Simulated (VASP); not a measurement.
Input of a VASP 6.6.1 run:

Contents of INCAR:

```
ALGO = Normal ; EDIFF = 1E-7
ENCUT = 520 ; GGA = PE
ISIF = 2 ; ISMEAR = -1
LASPH = T ; LCHARG = T
LELF = T ; LREAL = F
LVHAR = T ; LWAVE = F
NBANDS = 15 ; NELM = 80
PREC = Accurate ; SIGMA = 0.02
```

The input KPOINTS:

```
k-points
0
Gamma
  8 8 8
```

Contents of POSCAR:

```
SrO
1.0
    0.0000000000      2.6814269745      2.9568456470
    2.6814269745      0.0000000000      2.9568456470
    2.6814269745      2.6814269745      0.0000000000
Sr O
1 1
Direct
    0.0000000000      0.0000000000      0.0000000000
    0.2500000000      0.2500000000      0.2500000000
```

Potentials or basis: VASP PAW PBE potentials, release 64 (Sr_sv, O).

Launch:

```console
$ cat potpaw_PBE.64/Sr_sv/POTCAR potpaw_PBE.64/O/POTCAR > POTCAR
$ mpirun -np 1 vasp_std > vasp.out
```

Problem. What does it give for the band gap on the k mesh?

Solution. 2.54 eV, indirect (least direct gap 3.42 eV).

Problem. Predict the pressure.

Solution. 2.7 GPa.

Stress tensor (GPa, compression positive):
```
3.30 0.00 0.00
0.00 3.30 0.00
0.00 0.00 1.50
```

Caveat: the cell differs from its parent crystal (epitaxial xy strain -4.0%). A k mesh can miss the band edges.
